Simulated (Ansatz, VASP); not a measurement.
Two plane-wave programs on In

Contents of INCAR:

```
ALGO = Fast
EDIFF = 1E-6
ENCUT = 520
GGA = CA
ISIF = 2
ISMEAR = 0
LASPH = True
LCHARG = True
LELF = True
LREAL = False
LVHAR = True
LWAVE = False
NBANDS = 12
NELM = 60
PREC = Accurate
SIGMA = 0.15
```

The input KPOINTS:

```
k-points
0
Gamma
  22 22 22
```

The input POSCAR:

```
In
1.0
   -1.5525436769      1.5525436769      2.7504863779
    1.5525436769     -1.5525436769      2.7504863779
    1.5525436769      1.5525436769     -2.7504863779
In
1
Direct
    0.0000000000      0.0000000000      0.0000000000
```

Input for Ansatz:

```yaml
crystal:
  lattice:
    - [-1.5525436769, 1.5525436769, 2.7504863779]
    - [1.5525436769, -1.5525436769, 2.7504863779]
    - [1.5525436769, 1.5525436769, -2.7504863779]
  atoms:
    - { symbol: In, position: [0.0, 0.0, 0.0] }
basis:
  ecutwfc: 420
kpoints:
  mp_grid: { grid: [22, 22, 22] }
hamiltonian:
  xc: lda
  pseudopotentials: { kind: paw }
scf:
  occupations: { method: gaussian, width: 0.15 }
output:
  forces: true
  stress: true
  eigenvalues: true
  write_density: true
  write_potential: true
  elf: true
  volumetric_format: npy
```

Alike in both runs: task single point; functional LDA; k mesh 22 × 22 × 22; occupations gaussian, width 0.15 eV; no spin polarisation.

```csv
,VASP,Ansatz
version,VASP 6.6.1,Ansatz 0.2.0
potentials or method,"VASP PAW LDA potentials, release 64 (In_d), cutoff 520 eV","scalar-relativistic, plane waves, PAW"
valence electrons in the cell,13,13
```

|  | VASP | Ansatz | Ansatz less VASP |
| --- | --- | --- | --- |
| gap on the k mesh at the Fermi level (eV) | none | none | - |
| pressure (GPa) | -2.6 | -2.7 | -0.08 |
| traceless stress, the component that is largest in VASP (GPa) | -1.15 | -1.12 | +0.033 |

LDA's correlation is that of Perdew and Zunger in VASP and of Perdew and Wang (1992) in Ansatz. A gap of «none» marks a metal or a gap that the smearing closes.
